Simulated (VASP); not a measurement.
CO2: single point with PBEsol

The system is CO2.

```
O C
1.0
    -1.81735    1.81735    2.94739
     1.81735   -1.81735    2.94739
     1.81735    1.81735   -2.94739
O C
4 2
Direct
  0.87500 0.93045 0.55545
  0.37500 0.31955 0.44455
  0.06955 0.62500 0.94455
  0.68045 0.12500 0.05545
  0.00000 0.00000 0.00000
  0.75000 0.25000 0.50000
```

- Program: VASP 6.6.1
- Task: single point
- Functional: PBEsol
- Potentials or basis: VASP PAW PBE potentials, release 64 (O, C)
- Cutoff: 520 eV
- k mesh: 9 × 9 × 9
- Occupations: fermi-dirac, width 0.05 eV
- Spin: no spin polarisation
- Dipole correction: no
- Further INCAR settings: ALGO = Normal; EDIFF = 1e-06; NBANDS = 25

The pressure is 32.5 GPa and the largest force is 0.132 eV/Å. The band gap on the k mesh is 7.45 eV (least direct gap 7.70 eV).

Forces on the atoms (eV/Å):
```
O   -0.132  0.000  0.000
O    0.132  0.000  0.000
O    0.000  0.132  0.000
O    0.000 -0.132  0.000
C    0.000  0.000  0.000
C    0.000  0.000  0.000
```

Stress tensor (GPa, compression positive):
```
32.53  0.00  0.00
 0.00 32.53  0.00
 0.00  0.00 32.32
```

Levels at points of the mesh, in eV from the valence-band top:
```
           k point  band 12  band 13  band 14  band 15  band 16  band 17  band 18  band 19  band 20  band 21
(0.00, 0.00, 0.00)    -1.91    -1.91    -0.61    -0.61    -0.25     7.45    10.31    10.31    10.89    12.33
```

Run time: 32 s on 1 thread of Intel(R) Xeon(R) 6975P-C (Granite Rapids), with other jobs on the host, peak memory 0.19 GiB.

Caveat: the cell stands under pressure; the PAW data sets were made with another functional, which shifts forces and pressure a little; an odd mesh through Γ misses points on the zone boundary, where band edges can lie.
